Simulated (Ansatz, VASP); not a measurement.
# Cd: VASP beside Ansatz

Contents of INCAR:

```
PREC     = Accurate       # precision mode
ENCUT    = 520            # plane-wave cutoff, eV
EDIFF    = 1E-6           # SCF threshold, eV
ISMEAR   = 0              # smearing method
SIGMA    = 0.15           # smearing width, eV
LREAL    = F              # projectors in reciprocal space
LASPH    = T              # aspherical terms in the spheres
NELM     = 100            # most SCF steps
ALGO     = Fast           # electronic algorithm
ISIF     = 2              # what is computed and relaxed
LWAVE    = F              # write WAVECAR
LCHARG   = F              # write CHGCAR
GGA      = PE             # functional
NBANDS   = 12             # bands
```

Contents of KPOINTS:

```
regular mesh
0
Gamma
  18 18 18
```

The input POSCAR:

```
Cd
1.0
    0.0000000000      2.2241732545      2.2541534960
    2.1639873562      0.0000000000      2.2541534960
    2.1639873562      2.2241732545      0.0000000000
Cd
1
Direct
    0.0000000000      0.0000000000      0.0000000000
```

Input for Ansatz:

```yaml
crystal:
  lattice:
    - [0.0, 2.2241732545, 2.254153496]
    - [2.1639873562, 0.0, 2.254153496]
    - [2.1639873562, 2.2241732545, 0.0]
  atoms:
    - { symbol: Cd, position: [0.0, 0.0, 0.0] }
basis:
  ecutwfc: 420
kpoints:
  mp_grid: { grid: [18, 18, 18] }
hamiltonian:
  xc: pbe
scf:
  occupations: { method: gaussian, width: 0.15 }
output:
  forces: true
  stress: true
  eigenvalues: true
```

Change from the starting cell: normal strain along x -0.0400, normal strain along y -0.0133.

Alike in both runs: task single point; functional PBE; k mesh 18 × 18 × 18; occupations gaussian, width 0.15 eV; no spin polarisation.

|  | VASP | Ansatz |
| --- | --- | --- |
| version | VASP 6.6.1 | Ansatz 0.2.0 |
| potentials or method | VASP PAW PBE potentials, release 64 (Cd), cutoff 520 eV | scalar-relativistic, plane waves, PAW |
| valence electrons in the cell | 12 | 20 |

|  | VASP | Ansatz | Ansatz less VASP |
| --- | --- | --- | --- |
| gap on the k mesh at the Fermi level (eV) | none | none | - |
| pressure (GPa) | 2.9 | 2.5 | -0.37 |
| traceless stress, the component that is largest in VASP (GPa) | 0.63 | 0.62 | -0.006 |

A gap of «none» marks a metal or a gap that the smearing closes. VASP's potentials hold 12 valence electrons a cell and Ansatz's 20, so a difference there can come from the potentials and not from the codes.
